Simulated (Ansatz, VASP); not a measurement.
Two plane-wave programs on HgTe

Contents of INCAR:

```
ALGO = Normal
EDIFF = 1E-7
ENCUT = 520
GGA = PE
ISIF = 2
ISMEAR = 0
LASPH = True
LCHARG = True
LELF = True
LREAL = False
LVHAR = True
LWAVE = False
NBANDS = 16
NELM = 100
PREC = Accurate
SIGMA = 0.05
```

The input KPOINTS:

```
k-points
0
Gamma
  6 6 6
```

POSCAR

```
HgTe
1.0
    0.0000000000      3.2145000000      3.1502100000
    3.2145000000      0.0000000000      3.1502100000
    3.2145000000      3.2145000000      0.0000000000
Hg Te
1 1
Direct
    0.0000000000      0.0000000000      0.0000000000
    0.2500000000      0.2500000000      0.2500000000
```

Input for Ansatz:

```yaml
crystal:
  lattice:
    - [0.0, 3.2145, 3.15021]
    - [3.2145, 0.0, 3.15021]
    - [3.2145, 3.2145, 0.0]
  atoms:
    - { symbol: Hg, position: [0.0, 0.0, 0.0] }
    - { symbol: Te, position: [0.25, 0.25, 0.25] }
basis:
  ecutwfc: 520.0
kpoints:
  mp_grid:
    grid: [6, 6, 6]
hamiltonian:
  xc: pbe
  pseudopotentials:
    kind: paw
scf:
  occupations:
    method: gaussian
    width: 0.05
output:
  stress: true
```

Alike in both runs: task single point; functional PBE; k mesh 6 × 6 × 6; occupations gaussian, width 0.05 eV; no spin polarisation.

|  | VASP | Ansatz |
| --- | --- | --- |
| version | VASP 6.6.1 | Ansatz 0.2.0 |
| potentials or method | VASP PAW PBE potentials, release 64 (Hg, Te), cutoff 520 eV | plane waves, PAW |
| valence electrons in the cell | 18 | 36 |

```csv
,VASP,Ansatz,Ansatz less VASP
pressure (GPa),5.9,5.8,-0.10
"traceless stress, the component that is largest in VASP (GPa)",0.10,0.10,-0.001
```

With one functional, cell and mesh, what is left measures potentials, basis and numerics. VASP's potentials hold 18 valence electrons a cell and Ansatz's 36, so a difference there can come from the potentials and not from the codes.

Spin-orbit coupling is off throughout.
